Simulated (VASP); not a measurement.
A run of VASP 6.6.1 is set up as follows.

File INCAR:

```
SYSTEM = Mg2Sn
PREC     = Accurate       ! precision mode
ENCUT    = 600            ! plane-wave cutoff, eV
EDIFF    = 1E-6           ! SCF threshold, eV
ISMEAR   = -1             ! smearing method
SIGMA    = 0.15           ! smearing width, eV
LREAL    = .False.        ! projectors in reciprocal space
LASPH    = .True.         ! aspherical terms in the spheres
NELM     = 120            ! most SCF steps
ALGO     = Normal         ! electronic algorithm
ISIF     = 2              ! what is computed and relaxed
LWAVE    = .False.        ! write WAVECAR
LCHARG   = .False.        ! write CHGCAR
GGA      = PE             ! functional
NBANDS   = 16             ! bands
GGA_COMPAT= .False.
```

The input KPOINTS:

```
Automatic mesh
0
Gamma
  12 12 12
  0 0 0
```

The input POSCAR:

```
Mg2Sn
1.0
    0.0000000000      3.4096922843      3.4096922843
    3.4096922843      0.0000000000      3.4096922843
    3.4096922843      3.4096922843      0.0000000000
Mg Sn
2 1
Direct
    0.2500000000      0.2500000000      0.2500000000
    0.7500000000      0.7500000000      0.7500000000
    0.0000000000      0.0000000000      0.0000000000
```

Potentials or basis: VASP PAW PBE potentials, release 64 (Mg, Sn_d).

Run with:

```console
$ cat potpaw_PBE.64/Mg/POTCAR potpaw_PBE.64/Sn_d/POTCAR > POTCAR
$ mpirun -np 1 vasp_std > vasp.out
```

Question: Predict the band gap on the k mesh.

Answer: Zero (bands 9 and 10 overlap by 0.19 eV).

Question: Predict the pressure.

Answer: -0.1 GPa.

Caveat: spin-orbit coupling is left out, which moves the levels of the heavy elements.
